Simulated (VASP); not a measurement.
A run of VASP 6.6.1 is set up as follows.

Contents of INCAR:

```
SYSTEM = Si3C2
PREC     = Accurate       ! precision mode
ENCUT    = 520            ! plane-wave cutoff, eV
EDIFF    = 1E-6           ! SCF threshold, eV
ISMEAR   = 0              ! smearing method
SIGMA    = 0.1            ! smearing width, eV
LREAL    = .False.        ! projectors in reciprocal space
LASPH    = .True.         ! aspherical terms in the spheres
NELM     = 100            ! most SCF steps
ALGO     = Normal         ! electronic algorithm
ISIF     = 2              ! what is computed and relaxed
LWAVE    = .False.        ! write WAVECAR
LCHARG   = .False.        ! write CHGCAR
GGA      = PE             ! functional
NBANDS   = 31             ! bands
```

KPOINTS

```
regular mesh
0
Gamma
  6 6 6
  0 0 0
```

The input POSCAR:

```
Si3C2
1.0
    2.6830504695      1.5490599108      4.8835547698
   -2.6830504695      1.5490599108      4.8835547698
    0.0000000000     -3.0981198217      4.8835547698
Si C
6 4
Direct
    0.0562500000      0.4437500000      0.7500000000
    0.7500000000      0.0562500000      0.4437500000
    0.4437500000      0.7500000000      0.0562500000
    0.9437500000      0.5562500000      0.2500000000
    0.2500000000      0.9437500000      0.5562500000
    0.5562500000      0.2500000000      0.9437500000
    0.8521800000      0.8521800000      0.8521800000
    0.6478200000      0.6478200000      0.6478200000
    0.1478200000      0.1478200000      0.1478200000
    0.3521800000      0.3521800000      0.3521800000
```

Potentials or basis: VASP PAW PBE potentials, release 64 (Si, C).

Command:

```sh
$ cat potpaw_PBE.64/Si/POTCAR potpaw_PBE.64/C/POTCAR > POTCAR
$ mpirun -np 1 vasp_std > vasp.out
```

Question: Predict the largest force.

Answer: 0.619 eV/Å.

Question: Predict the pressure.

Answer: -9.9 GPa.

Question: Estimate the band gap on the k mesh.

Answer: Zero (band 20 reaches 10.59 eV, above the bottom of band 21 at 8.38 eV).

Forces on the atoms (eV/Å):
```
Si   0.286  0.000  0.000
Si  -0.143  0.248  0.000
Si  -0.143 -0.248  0.000
Si  -0.286  0.000  0.000
Si   0.143 -0.248  0.000
Si   0.143  0.248  0.000
C    0.000  0.000  0.619
C    0.000  0.000 -0.619
C    0.000  0.000 -0.619
C    0.000  0.000  0.619
```
